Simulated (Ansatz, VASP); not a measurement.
## One calculation of Ce, two programs

File INCAR:

```
ALGO     = Normal         # electronic algorithm
EDIFF    = 1E-6           # SCF threshold, eV
ENCUT    = 500            # plane-wave cutoff, eV
GGA      = PE             # functional
GGA_COMPAT= F            
ISIF     = 2              # what is computed and relaxed
ISMEAR   = 1              # smearing method
LASPH    = T              # aspherical terms in the spheres
LCHARG   = F              # write CHGCAR
LMAXMIX  = 6              # l up to which the mixer works
LREAL    = F              # projectors in reciprocal space
LWAVE    = F              # write WAVECAR
NBANDS   = 12             # bands
NELM     = 200            # most SCF steps
PREC     = Accurate       # precision mode
SIGMA    = 0.1            # smearing width, eV
```

KPOINTS

```
k-points
0
Gamma
  11 11 11
```

POSCAR

```
Ce
1.0
    0.0000000000      2.3774557595      2.3774557595
    2.3774557595      0.0000000000      2.3774557595
    2.3774557595      2.3774557595      0.0000000000
Ce
1
Direct
    0.0000000000      0.0000000000      0.0000000000
```

Input for Ansatz:

```yaml
crystal:
  lattice:
    - [0.0, 2.3774557595, 2.3774557595]
    - [2.3774557595, 0.0, 2.3774557595]
    - [2.3774557595, 2.3774557595, 0.0]
  atoms:
    - { symbol: Ce, position: [0.0, 0.0, 0.0] }
hamiltonian:
  xc: pbe
  pseudopotentials:
    kind: paw
    azcp:
      Ce: "pseudopotentials/Ce.paw.azcp"
basis:
  ecutwfc: 420
  fft_grid_basis: typed
kpoints:
  mp_grid: { grid: [11, 11, 11], shift: [0, 0, 0] }
magnetization:
  spin_polarized: false
scf:
  occupations: { method: methfessel_paxton, width: 0.1 }
  lower_state_search: "off"
output:
  stress: true
```

Alike in both runs: task single point; functional PBE; k mesh 11 × 11 × 11; occupations methfessel-paxton of order 1, width 0.1 eV; no spin polarisation.

```csv
,VASP,Ansatz
version,VASP 6.6.1,Ansatz 0.2.0
potentials or method,"VASP PAW PBE potentials, release 64 (Ce), cutoff 500 eV","plane waves (420 eV) with PAW, scalar-relativistic"
valence electrons in the cell,12,12
```

|  | VASP | Ansatz | Ansatz less VASP |
| --- | --- | --- | --- |
| pressure (GPa) | -0.8 | -0.6 | +0.27 |

Neither program's run includes spin-orbit coupling.
